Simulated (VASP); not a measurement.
# TaN (I4mm) in VASP: notebook

The runs below take TaN through single point, with LDA.

Program: VASP 6.6.1. These are calculated values, not measurements. Logs are shortened: lines on timing, memory, paths and dates and some standing lists are left out, and cuts for length are marked.

### 1 The cell of the first run

The structure is tetragonal, space group I4mm (No. 107). Conventional cell: a = 3.049 Å, b = 3.049 Å, c = 4.312 Å, α = 90.00°, β = 90.00°, γ = 90.00°. Ta (site symmetry 4mm) has 6 N at 1.90 to 2.42 Å within 2.5 Å. Within 2.5 Å of N (site symmetry 4mm) lie 6 Ta at 1.90 to 2.42 Å.

### 2 Single point, LDA

File INCAR:

```
PREC = Accurate
ENCUT = 520
EDIFF = 1E-6
ISMEAR = 0
SIGMA = 0.15
LREAL = F
LASPH = T
NELM = 80
ALGO = Normal
ISIF = 2
LWAVE = F
LCHARG = T
GGA = CA
LELF = T
LVHAR = T
NBANDS = 15
```

File KPOINTS:

```
Automatic mesh
0
Gamma
  18 18 18
```

File POSCAR:

```
TaN
1.0
    0.0000000000      2.1557928146      2.1557928146
    2.1557928146      0.0000000000      2.1557928146
    2.1557928146      2.1557928146      0.0000000000
Ta N
1 1
Direct
    0.4956556505      0.5043443495      0.5043443495
    0.0561219980     -0.0561219980     -0.0561219980
```

Potentials or basis: VASP PAW LDA potentials, release 64 (Ta_pv, N).

On the command line:

```console
$ cat potpaw_LDA.64/Ta_pv/POTCAR potpaw_LDA.64/N/POTCAR > POTCAR
$ mpirun -np 1 vasp_std > vasp.out
```

OUTCAR:

```text
PREC = Accurate
   ENCUT = 520
   EDIFF = 1E-6
   ISMEAR = 0
   LREAL = F
   LASPH = T
   NELM = 80
   ISIF = 2
   GGA = CA

 ion  position               nearest neighbor table
   1  0.496  0.504  0.504-   2 1.90   2 2.17   2 2.17   2 2.17   2 2.17   2 2.42
   2  0.056  0.944  0.944-   1 1.90   1 2.17   1 2.17   1 2.17   1 2.17   1 2.42

  LATTYP: Found a face centered cubic cell.
 ALAT       =     4.3115856292

  Lattice vectors:

 A1 = (   0.0000000000,   2.1557928146,   2.1557928146)
 A2 = (   2.1557928146,   0.0000000000,   2.1557928146)
 A3 = (   2.1557928146,   2.1557928146,   0.0000000000)

Analysis of symmetry for initial positions (statically):
=====================================================================
 Subroutine PRICEL returns:
 Original cell was already a primitive cell.

 Routine SETGRP: Setting up the symmetry group for a
 face centered cubic supercell.

 Subroutine GETGRP returns: Found  8 space group operations
 (whereof  8 operations were pure point group operations)
 out of a pool of 48 trial point group operations.

The static configuration has the point symmetry C_4v.

Analysis of symmetry for dynamics (positions and initial velocities):
=====================================================================
 Subroutine PRICEL returns:
 Original cell was already a primitive cell.

 Routine SETGRP: Setting up the symmetry group for a
 face centered cubic supercell.

 Subroutine GETGRP returns: Found  8 space group operations
 (whereof  8 operations were pure point group operations)
 out of a pool of 48 trial point group operations.

The dynamic configuration has the point symmetry C_4v.

 Subroutine INISYM returns: Found  8 space group operations
 (whereof  8 operations are pure point group operations),
 and found     1 'primitive' translations

----------------------------------------------------------------------------------------

                                     Primitive cell

  volume of cell :      20.0378

  direct lattice vectors                    reciprocal lattice vectors
     0.000000000  2.155792815  2.155792815    -0.231933234  0.231933234  0.231933234
     2.155792815  0.000000000  2.155792815     0.231933234 -0.231933234  0.231933234
     2.155792815  2.155792815  0.000000000     0.231933234  0.231933234 -0.231933234

  length of vectors
     3.048751436  3.048751436  3.048751436     0.401720146  0.401720146  0.401720146

  position of ions in fractional coordinates (direct lattice)
     0.495655650  0.504344350  0.504344350
     0.056121998  0.943878002  0.943878002

  ion indices of the primitive-cell ions
   primitive index   ion index
                 1           1
                 2           2

----------------------------------------------------------------------------------------

 KPOINTS: Automatic mesh

Automatic generation of k-mesh.
 Grid dimensions read from file:
 generate k-points for:   18   18   18

 Generating k-lattice:

  Cartesian coordinates                     Fractional coordinates (reciprocal lattice)
    -0.012885180  0.012885180  0.012885180     0.055555556  0.000000000  0.000000000
     0.012885180 -0.012885180  0.012885180     0.000000000  0.055555556  0.000000000
     0.012885180  0.012885180 -0.012885180     0.000000000  0.000000000  0.055555556

  Length of vectors
     0.022317786  0.022317786  0.022317786

  Shift w.r.t. Gamma in fractional coordinates (k-lattice)
     0.000000000  0.000000000  0.000000000

 Subroutine IBZKPT returns following result:
 ===========================================

 Found    480 irreducible k-points:

 Following reciprocal coordinates:
            Coordinates               Weight
  0.000000  0.000000  0.000000      1.000000
  0.055556  0.000000  0.000000      8.000000
  0.111111  0.000000  0.000000      8.000000
  0.166667  0.000000  0.000000      8.000000
  0.222222  0.000000  0.000000      8.000000
  0.277778  0.000000  0.000000      8.000000
[... 16 lines left out ...]
  0.388889  0.055556  0.000000     16.000000
  0.000000  0.388889  0.055556      8.000000
 [... further k-points ...]
   k-points           NKPTS =    480   k-points in BZ     NKDIM =    480   number of bands    NBANDS=     15
   number of dos      NEDOS =    301   number of ions     NIONS =      2
   total plane-waves  NPLWV =  13824
   dimension x,y,z NGX =    24 NGY =   24 NGZ =   24
   dimension x,y,z NGXF=    48 NGYF=   48 NGZF=   48
   ions per type =               1   1
   NGX,Y,Z   is equivalent  to a cutoff of  13.09, 13.09, 13.09 a.u.
   NGXF,Y,Z  is equivalent  to a cutoff of  26.17, 26.17, 26.17 a.u.
 SYSTEM =  unknown system
   PREC   = accura    normal or accurate (medium, high low for compatibility)
   ISTART =      0    job   : 0-new  1-cont  2-samecut
   ICHARG =      2    charge: 1-file 2-atom 10-const
   ISPIN  =      1    spin polarized calculation?
   LNONCOLLINEAR =      F non collinear calculations
   LSORBIT =      F    spin-orbit coupling
[... 56 lines left out ...]
 Fermi energy:         9.9656782438

 k-point     1 :       0.0000    0.0000    0.0000
  band No.  band energies     occupation
      1     -25.3773      2.00000
      2     -25.2306      2.00000
      3     -25.2306      2.00000
      4      -8.9939      2.00000
      5       4.8046      2.00000
      6       4.8046      2.00000
      7       4.9290      2.00000
      8       7.8896      2.00000
      9       9.3399      2.00000
     10       9.3399      2.00000
     11      10.1985      0.02816
     12      11.8635      0.00000
     13      12.2739      0.00000
     14      19.3814      0.00000
     15      21.7759      0.00000

 k-point     2 :       0.0556    0.0000    0.0000
  band No.  band energies     occupation
      1     -25.3950      2.00000
      2     -25.2533      2.00000
      3     -25.2341      2.00000
      4      -8.9079      2.00000
      5       4.3445      2.00000
      6       4.7069      2.00000
      7       5.1202      2.00000
      8       7.8980      2.00000
      9       9.0545      2.00000
     10       9.2249      2.00000
     11      10.7561      0.00000
     12      12.1293      0.00000
     13      12.5557      0.00000
     14      19.6368      0.00000
     15      21.7759      0.00000

 k-point     3 :       0.1111    0.0000    0.0000
  band No.  band energies     occupation
      1     -25.4658      2.00000
      2     -25.2971      2.00000
      3     -25.2439      2.00000
      4      -8.6585      2.00000
      5       3.6620      2.00000
      6       4.4218      2.00000
      7       5.0086      2.00000
      8       7.9602      2.00000
      9       8.8560      2.00000
     10       9.1291      2.00000
     11      11.7540      0.00000
     12      12.7627      0.00000
     13      13.2727      0.00000
     14      20.3600      0.00000
     15      21.7757      0.00000

 k-point     4 :       0.1667    0.0000    0.0000
  band No.  band energies     occupation
      1     -25.6043      2.00000
      2     -25.3301      2.00000
      3     -25.2589      2.00000
      4      -8.2702      2.00000
      5       2.8912      2.00000
      6       3.9963      2.00000
      7       4.5732      2.00000
      8       8.1646      2.00000
      9       8.9780      2.00000
     10       9.2621      2.00000
     11      12.8819      0.00000
     12      13.6220      0.00000
     13      14.1602      0.00000
     14      21.4140      0.00000
     15      21.7755      0.00000
[... 307 lines left out ...]
 k-point    22 :       0.0000    0.3333    0.0556
  band No.  band energies     occupation
      1     -26.0993      2.00000
      2     -25.3822      2.00000
      3     -25.3328      2.00000
      4      -6.8325      2.00000
      5       0.7971      2.00000
      6       2.8876      2.00000
      7       2.9591      2.00000
      8       9.2482      2.00000
      9      10.6982      0.00000
     10      10.9620      0.00000
     11      15.0429      0.00000
     12      15.1831      0.00000
     13      17.6283      0.00000
     14      21.7648      0.00000
     15      23.0082      0.00000

 k-point    23 :       0.3889    0.0556    0.0000
  band No.  band energies     occupation
      1     -26.2286      2.00000
      2     -25.4273      2.00000
      3     -25.3353      2.00000
      4      -6.3574      2.00000
      5       0.1842      2.00000
      6       2.3614      2.00000
      7       2.8469      2.00000
      8       9.7037      1.98647
      9      11.3108      0.00000
     10      11.6862      0.00000
     11      15.2507      0.00000
     12      16.6131      0.00000
     13      17.7327      0.00000
     14      21.7404      0.00000
     15      22.3308      0.00000

 k-point    24 :       0.0000    0.3889    0.0556
  band No.  band energies     occupation
      1     -26.2426      2.00000
      2     -25.4068      2.00000
      3     -25.3452      2.00000
      4      -6.3334      2.00000
      5       0.1760      2.00000
      6       2.5489      2.00000
      7       2.5956      2.00000
      8       9.9596      1.04581
      9      11.3704      0.00000
     10      11.6688      0.00000
     11      14.9121      0.00000
     12      15.9732      0.00000
     13      18.4958      0.00000
     14      21.7517      0.00000
     15      22.5717      0.00000

 [... further k-points ...]
[... 5 lines left out ...]
  --------------------------------------------------------------------------------------
  -------------------------------------------------------------------------------------
  Total        6.9572372      1.5679675      1.5679675     -0.0000000      0.0000000      0.0000000
  in kB      556.2837034    125.3708572    125.3708572     -0.0000000      0.0000000      0.0000000
  external PRESSURE =     269.0084726 kB  Pullay stress =       0.0000000 kB

 VOLUME and BASIS-vectors are now :
 -----------------------------------------------------------------------------
  energy-cutoff  :      520.00
  volume of cell :       20.04
      direct lattice vectors                 reciprocal lattice vectors
     0.000000000  2.155792815  2.155792815    -0.231933234  0.231933234  0.231933234
     2.155792815  0.000000000  2.155792815     0.231933234 -0.231933234  0.231933234
     2.155792815  2.155792815  0.000000000     0.231933234  0.231933234 -0.231933234

 POSITION                                       TOTAL-FORCE (eV/Angst)
 -----------------------------------------------------------------------------------
      2.17452      2.15579      2.15579        -3.875399      0.000000      0.000000
      4.06961      2.15579      2.15579         3.875399      0.000000      0.000000
 -----------------------------------------------------------------------------------
    total drift:                                0.000243      0.000000      0.000000

  FREE ENERGIE OF THE ION-ELECTRON SYSTEM (eV)
  ---------------------------------------------------
  free  energy   TOTEN  =       -23.6981321636 eV

  energy  without entropy=      -23.6882757899  energy(sigma->0) =      -23.69320398
```

Run time: 74 s. Hardware: 1 thread of AMD EPYC 9R45 (Zen 5), shared host; peak memory 0.22 GiB.

Results:

- Free energy: -23.6981 eV
- Pressure: 26.9 GPa
- Largest force: 3.875 eV/Å
- Band gap on the k mesh: zero (band 8 reaches 11.71 eV, above the bottom of band 9 at 8.49 eV)

Forces in eV/Å, atoms in the order of the input:
```
Ta  -3.875  0.000  0.000
N    3.875  0.000  0.000
```

Stress tensor (GPa, compression positive):
```
55.63  0.00  0.00
 0.00 12.54  0.00
 0.00  0.00 12.54
```

Caveat: spin-orbit coupling is left out, which moves the levels of the heavy elements; forces of over 1 eV/Å act on the atoms, so gaps and moduli don't describe the material at rest.

### 3 Single point, LDA

File INCAR:

```
  PREC = Accurate
  ENCUT = 520
  EDIFF = 1E-6
  ISMEAR = 0
  SIGMA = 0.15
  LREAL = False
  LASPH = True
  NELM = 60
  ALGO = Normal
  ISIF = 2
  LWAVE = False
  LCHARG = False
  GGA = CA
  NBANDS = 15
```

File KPOINTS:

```
regular mesh
0
Gamma
  18 18 18
```

File POSCAR:

```
TaN
1.0
    0.0000000000      2.1557928146      2.1557928146
    2.1557928146      0.0000000000      2.1557928146
    2.1557928146      2.1557928146      0.0000000000
Ta N
1 1
Direct
    0.4978278253      0.5021721747      0.5021721747
    0.0280609990     -0.0280609990     -0.0280609990
```

Potentials or basis: VASP PAW LDA potentials, release 64 (Ta_pv, N).

On the command line:

```console
$ cat potpaw_LDA.64/Ta_pv/POTCAR potpaw_LDA.64/N/POTCAR > POTCAR
$ mpirun -np 1 vasp_std > vasp.out
```

Run time: 73 s. Hardware: 1 thread of AMD EPYC 9R45 (Zen 5), shared host; peak memory 0.22 GiB.

The run converged. Its results:

* Free energy: -24.0381 eV
* Pressure: 15.9 GPa
* Largest force: 1.504 eV/Å
* Band gap on the k mesh: zero (band 8 reaches 12.06 eV, above the bottom of band 9 at 8.16 eV)

Forces on the atoms (eV/Å):
```
Ta  -1.504  0.000  0.000
N    1.504  0.000  0.000
```

Stress tensor (GPa, compression positive):
```
22.88  0.00  0.00
 0.00 12.36  0.00
 0.00  0.00 12.36
```

Levels at points of the mesh, in eV from the Fermi level:
| k point | band 4 | band 5 | band 6 | band 7 | band 8 | band 9 | band 10 | band 11 | band 12 | band 13 |
| --- | --- | --- | --- | --- | --- | --- | --- | --- | --- | --- |
| (0.00, 0.00, 0.00) | -19.06 | -4.39 | -4.39 | -4.30 | -2.25 | -1.73 | -1.73 | 0.07 | 0.62 | 2.24 |
| (0.50, 0.00, 0.00) | -15.61 | -10.76 | -7.96 | -7.92 | 2.00 | 2.15 | 2.18 | 4.09 | 7.82 | 8.41 |
| (0.50, 0.50, 0.00) | -17.77 | -6.62 | -6.50 | -4.74 | -3.95 | 2.45 | 3.92 | 3.93 | 5.18 | 7.52 |
| (0.00, 0.50, 0.50) | -17.76 | -6.55 | -5.85 | -4.68 | -4.68 | 2.33 | 3.91 | 3.91 | 4.95 | 6.91 |

Caveat: spin-orbit coupling is left out, which moves the levels of the heavy elements; forces of over 1 eV/Å act on the atoms, so gaps and moduli don't describe the material at rest.

### 4 Single point, LDA

This run uses another cell than the first one, of 10.27 Å³/atom, 1.025 times its volume.

File INCAR:

```
PREC = Accurate ; ENCUT = 600
EDIFF = 1E-6 ; ISMEAR = 0
SIGMA = 0.15 ; LREAL = False
LASPH = True ; NELM = 120
ALGO = Normal ; ISIF = 2
LWAVE = False ; LCHARG = True
GGA = CA ; LELF = True
LVHAR = True ; NBANDS = 16
GGA_COMPAT = False
```

KPOINTS is that of step 3.

File POSCAR:

```
TaN
1.0
    0.0000000000      2.1738356505      2.1738356505
    2.1738356505      0.0000000000      2.1738356505
    2.1738356505      2.1738356505      0.0000000000
Ta N
1 1
Direct
    0.4956556505      0.5043443495      0.5043443495
    0.0561219980     -0.0561219980     -0.0561219980
```

Potentials or basis: VASP PAW LDA potentials, release 64 (Ta_sv_GW, N).

On the command line:

```console
$ cat potpaw_LDA.64/Ta_sv_GW/POTCAR potpaw_LDA.64/N/POTCAR > POTCAR
$ mpirun -np 1 vasp_std > vasp.out
```

Wall time 3 min (1 thread of Intel Xeon Platinum 8259CL at 2.50GHz (Skylake/Cascade Lake), shared host); peak memory 0.33 GiB.

Results (log left out):

```yaml
Free_energy: -26.2866 eV
Pressure: 15.0 GPa
Largest_force: 3.481 eV/Å
Band_gap_on_the_k_mesh: zero (band 9 reaches 15.58 eV, above the bottom of band 10 at 12.48 eV)
```

Forces on the atoms (eV/Å):
```
Ta  -3.481  0.000  0.000
N    3.481  0.000  0.000
```

Stress tensor (GPa, compression positive):
```
41.17  0.00  0.00
 0.00  1.94  0.00
 0.00  0.00  1.94
```

Levels at points of the mesh, in eV from the Fermi level:
```csv
k point,band 6,band 7,band 8,band 9,band 10,band 11,band 12,band 13
"(0.00, 0.00, 0.00)",-5.04,-5.04,-4.94,-2.00,-0.60,-0.60,0.23,1.77
"(0.50, 0.00, 0.00)",-10.39,-7.67,-7.54,1.68,2.09,2.28,3.97,6.82
"(0.50, 0.50, 0.00)",-7.19,-6.54,-4.81,-2.66,2.88,3.85,3.93,4.61
"(0.00, 0.50, 0.50)",-6.26,-5.55,-4.59,-4.59,2.46,3.61,3.84,3.84
```

Caveat: spin-orbit coupling is left out, which moves the levels of the heavy elements; forces of over 1 eV/Å act on the atoms, so gaps and moduli don't describe the material at rest.

### 5 Single point, LDA

This run uses another cell than the first one, of 10.53 Å³/atom, 1.051 times its volume.

File INCAR:

```
ALGO = Normal ; EDIFF = 1E-6
ENCUT = 600 ; GGA = CA
GGA_COMPAT = False ; ISIF = 2
ISMEAR = 0 ; LASPH = True
LCHARG = False ; LREAL = False
LWAVE = False ; NBANDS = 16
NELM = 120 ; PREC = Accurate
SIGMA = 0.15
```

File KPOINTS:

```
k-points
0
Gamma
  18 18 18
```

File POSCAR:

```
TaN
1.0
    0.0000000000      2.1918784864      2.1918784864
    2.1918784864      0.0000000000      2.1918784864
    2.1918784864      2.1918784864      0.0000000000
Ta N
1 1
Direct
    0.4956556505      0.5043443495      0.5043443495
    0.0561219980     -0.0561219980     -0.0561219980
```

On the command line:

```console
$ cat potpaw_LDA.64/Ta_sv_GW/POTCAR potpaw_LDA.64/N/POTCAR > POTCAR
$ mpirun -np 1 vasp_std > vasp.out
```

It took 2.2 min on 1 thread of AMD EPYC 9R45 (Zen 5), shared host; peak memory 0.31 GiB.

It converged, with:

```
Free energy            : -26.3198 eV
Pressure               : 5.2 GPa
Largest force          : 3.112 eV/Å
Band gap on the k mesh : zero (band 9 reaches 15.13 eV, above the bottom of band 10 at 12.13 eV)
```

Forces on the atoms (eV/Å):
```
Ta  -3.112  0.000  0.000
N    3.112  0.000  0.000
```

Stress tensor (GPa, compression positive):
```
29.07  0.00  0.00
 0.00 -6.71  0.00
 0.00  0.00 -6.71
```

Levels at points of the mesh, in eV from the Fermi level:
| k point | band 6 | band 7 | band 8 | band 9 | band 10 | band 11 | band 12 | band 13 |
| --- | --- | --- | --- | --- | --- | --- | --- | --- |
| (0.00, 0.00, 0.00) | -4.93 | -4.93 | -4.86 | -1.93 | -0.58 | -0.58 | 0.22 | 1.61 |
| (0.50, 0.00, 0.00) | -10.20 | -7.49 | -7.37 | 1.62 | 2.01 | 2.20 | 3.86 | 6.62 |
| (0.50, 0.50, 0.00) | -7.01 | -6.50 | -4.77 | -2.61 | 2.78 | 3.71 | 3.78 | 4.36 |
| (0.00, 0.50, 0.50) | -6.23 | -5.38 | -4.53 | -4.53 | 2.37 | 3.45 | 3.70 | 3.70 |

Caveat: spin-orbit coupling is left out, which moves the levels of the heavy elements; forces of over 1 eV/Å act on the atoms, so gaps and moduli don't describe the material at rest.

### 6 The runs side by side

```csv
potentials or basis,cell,cutoff (eV),second run,gap on the mesh (eV),pressure (GPa),largest force (eV/Å)
"VASP PAW LDA potentials, release 64 (Ta_pv, N)","a = 3.049 Å, angles 60.0°, 2 atoms",520,-,none,15.9,1.50
"VASP PAW LDA potentials, release 64 (Ta_sv_GW, N)","a = 3.074 Å, angles 60.0°, 2 atoms",600,valence_matched,none,15.0,3.48
"VASP PAW LDA potentials, release 64 (Ta_sv_GW, N)","a = 3.100 Å, angles 60.0°, 2 atoms",600,valence_matched,none,5.2,3.11
```

Some of these runs hold the atoms at other places in the same cell, which the table doesn't show; runs alike in all that it shows share one row.

Alike in all rows: task single point; level LDA; no spin polarisation; k mesh 18 × 18 × 18; smearing gaussian 0.15 eV.

Caveats: spin-orbit coupling is left out, which moves the levels of the heavy elements; forces of over 1 eV/Å act on the atoms, so gaps and moduli don't describe the material at rest.

Absolute energies hang on the potentials; compare differences alone.
